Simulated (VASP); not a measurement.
Set up this calculation in VASP 6.6.1, as the native input.

- Task: single point
- Functional: PBE
- Potentials or basis: VASP PAW PBE potentials, release 64 (In_d, As)
- Cutoff: 520 eV
- k mesh: 4 × 4 × 4
- Occupations: gaussian, width 0.1 eV
- Spin: no spin polarisation
- Dipole correction: no
- Further INCAR settings: ALGO = Normal; EDIFF = 1e-06; NBANDS = 30

The structure of In3As lies in POSCAR:

```
In3As
1.0
   -2.9013902400      2.9013902400      3.3570385400
    2.9013902400     -2.9013902400      3.3570385400
    2.9013902400      2.9013902400     -3.3570385400
In As
3 1
Direct
    0.5000000000      0.5000000000      0.0000000000
    0.5000000000      0.0000000000      0.5000000000
    0.0000000000      0.5000000000      0.5000000000
    0.0000000000      0.0000000000      0.0000000000
```

One way to write it, as run:

INCAR

```
PREC = Accurate ; ENCUT = 520
EDIFF = 1E-6 ; ISMEAR = 0
SIGMA = 0.1 ; LREAL = False
LASPH = True ; NELM = 100
ALGO = Normal ; ISIF = 2
LWAVE = False ; LCHARG = False
GGA = PE ; NBANDS = 30
```

KPOINTS

```
regular mesh
0
Gamma
  4 4 4
```

Potentials or basis: VASP PAW PBE potentials, release 64 (In_d, As).

Run with:

```bash
$ cat potpaw_PBE.64/In_d/POTCAR potpaw_PBE.64/As/POTCAR > POTCAR
$ mpirun -np 1 vasp_std > vasp.out
```

It gave:

| Item | Value |
| --- | --- |
| Pressure | 0.0 GPa |
| Band gap on the k mesh | zero (band 22 reaches 6.41 eV, above the bottom of band 23 at 4.73 eV) |

Caveat: the k points lie up to 0.38 Å⁻¹ apart; spin-orbit coupling is left out, which moves the levels of the heavy elements.

It took 50 s on 1 thread of Intel Xeon 6975P-C, on a shared host, peak memory 0.25 GiB.
